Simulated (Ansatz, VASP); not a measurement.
## I: VASP beside Ansatz

POSCAR

```
I
1.0
   14.0000000000      0.0000000000      0.0000000000
    0.0000000000     14.4000000000      0.0000000000
    0.0000000000      0.0000000000     14.8000000000
I
1
Direct
    0.5000000000      0.5000000000      0.5000000000
```

Contents of INCAR.step1:

```
ALGO = Normal
EDIFF = 1E-4
ENCUT = 520
GGA = PE
ISMEAR = -1
ISPIN = 2
ISYM = 0
LASPH = True
LCHARG = False
LREAL = False
LWAVE = True
MAGMOM = 1
NBANDS = 14
NELM = 150
PREC = Accurate
SIGMA = 0.01
```

INCAR.step2

```
ALGO = Normal
EDIFF = 1E-7
ENCUT = 520
ISIF = 2
ISMEAR = -1
ISPIN = 2
ISTART = 1
ISYM = 0
LASPH = True
LCHARG = False
LMIXTAU = True
LORBIT = 11
LREAL = False
LWAVE = False
MAGMOM = 1
METAGGA = R2SCAN
NBANDS = 14
NELM = 150
PREC = Accurate
SIGMA = 0.01
```

KPOINTS

```
k-points
0
Gamma
  1 1 1
```

Input for Ansatz:

```yaml
crystal:
  lattice:
    - [14.0, 0.0, 0.0]
    - [0.0, 14.4, 0.0]
    - [0.0, 0.0, 14.8]
  atoms:
    - { symbol: I, position: [0.5, 0.5, 0.5], spin: 1.0 }
  symmetry: { detect: false, time_reversal: true }
hamiltonian:
  xc: r2scan
  pseudopotentials:
    kind: paw
    azcp:
      I: "pseudopotentials/I.paw.azcp"
basis:
  ecutwfc: 500
  fft_grid_basis: typed
kpoints:
  mp_grid: { grid: [1, 1, 1], shift: [0, 0, 0] }
magnetization:
  spin_polarized: true
scf:
  occupations: { method: fermi_dirac, width: 0.01 }
```

Alike in both runs: task single point; functional r2SCAN; k mesh 1 × 1 × 1; occupations fermi-dirac, width 0.01 eV; collinear spin.

```csv
,VASP,Ansatz
version,VASP 6.6.1,Ansatz 0.2.0
potentials or method,"VASP PAW PBE potentials, release 64 (I), cutoff 520 eV","plane waves (500 eV) with PAW, scalar-relativistic"
valence electrons in the cell,7,17
```

Ansatz gave:

```
gap on the k mesh at the Fermi level (eV)                     : 0.75
net moment per atom (μB)                                      : 1.00
size of the moment on the site where the two differ most (μB) : 1.00
```

Estimate VASP's values.

gap on the k mesh at the Fermi level (eV): 0.78; net moment per atom (μB): 1.00; size of the moment on the site where the two differ most (μB): 0.58.

VASP's potentials were made for PBE, not for r2SCAN. Site moments also hang on the region over which each program counts them. VASP's potentials hold 7 valence electrons a cell and Ansatz's 17, so a difference there can come from the potentials and not from the codes. Ansatz's warnings: stability check not made.

Neither program's run includes spin-orbit coupling.
